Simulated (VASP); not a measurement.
Here is a VASP 6.6.1 calculation.

POSCAR

```
Ge
1.0
    1.3975921240     -2.4756903525      0.0000000000
    1.3975921240      2.4756903525      0.0000000000
    0.0000000000      0.0000000000      5.2992283745
Ge
2
Direct
    0.5002627511      0.4997372489      0.2500000000
    0.4997372489      0.5002627511      0.7500000000
```

INCAR.step1

```
SYSTEM = Ge
PREC = Accurate
ENCUT = 520
ISMEAR = 0
SIGMA = 0.15
LREAL = .False.
LASPH = .True.
NELM = 60
NBANDS = 21
GGA = PE
ALGO = Normal
EDIFF = 1E-4
LWAVE = .True.
LCHARG = .False.
```

INCAR.step2

```
SYSTEM = Ge
PREC = Accurate
ENCUT = 520
EDIFF = 1E-6
ISMEAR = 0
SIGMA = 0.15
LREAL = .False.
LASPH = .True.
NELM = 60
ALGO = Normal
ISIF = 2
LWAVE = .False.
LCHARG = .False.
METAGGA = R2SCAN
LMIXTAU = .True.
NBANDS = 21
ISTART = 1
```

File KPOINTS:

```
Automatic mesh
0
Gamma
  24 24 12
  0 0 0
```

Potentials or basis: VASP PAW PBE potentials, release 64 (Ge_d).

Launch:

```sh
$ cat potpaw_PBE.64/Ge_d/POTCAR > POTCAR
$ cp INCAR.step1 INCAR
$ mpirun -np 1 vasp_std > vasp.out
$ cp INCAR.step2 INCAR
$ mpirun -np 1 vasp_std > vasp.out
```

Question: Predict the band gap on the k mesh.

Answer: Zero (bands 14 and 15 overlap by 9.84 eV).

Question: Predict the pressure.

Answer: 1.3 GPa.

Stress tensor (GPa, compression positive):
```
2.41 0.00 0.00
0.00 1.21 0.00
0.00 0.00 0.22
```

Caveat: the cell differs from its parent crystal (strain -0.0200 x Voigt [0, 1, 0, 0, 0, 0]); the PAW data sets were made with another functional, which shifts forces and pressure a little.
